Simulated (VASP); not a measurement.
CdF2: single point with PBE

CdF2:

```xyz
3
Lattice="0.0000 2.6758 2.6758 2.6758 0.0000 2.6758 2.6758 2.6758 0.0000" Properties=species:S:1:pos:R:3 pbc="T T T"
Cd    0.0000    0.0000    0.0000
F     1.3379    1.3379    1.3379
F     4.0137    4.0137    4.0137
```

```json
{"Program": "VASP 6.6.1", "Task": "single point", "Functional": "PBE", "Potentials or basis": "VASP PAW PBE potentials, release 64 (Cd, F)", "Cutoff": "520 eV", "k mesh": "8 × 8 × 8", "Occupations": "gaussian, width 0.02 eV", "Spin": "no spin polarisation", "Dipole correction": "no", "Further INCAR settings": "ALGO = Normal; EDIFF = 1e-07; NBANDS = 20"}
```

| Item | Value |
| --- | --- |
| Pressure | 8.8 GPa |
| Band gap on the k mesh | 3.14 eV, indirect (least direct gap 3.61 eV) |

Levels at points of the mesh, in eV from the valence-band top:
```
           k point  band 9  band 10  band 11  band 12  band 13  band 14  band 15  band 16  band 17  band 18
(0.00, 0.00, 0.00)   -1.02    -1.02    -0.47    -0.47    -0.47     3.14    12.80    12.80    12.80    17.83
(0.50, 0.00, 0.00)   -2.36    -1.92    -1.92    -0.38    -0.38     7.33     9.23    14.68    14.68    18.33
(0.50, 0.50, 0.00)   -3.07    -3.07    -0.54    -0.09    -0.09     8.17     9.77    11.96    14.47    14.47
```

Wall time 14 s on 1 thread of AMD EPYC 9R45 96-Core Processor (Zen 5) (shared host), peak memory 0.13 GiB.

A k mesh can miss the band edges. PBE gaps usually lie below the measured ones, often by a third to a half.
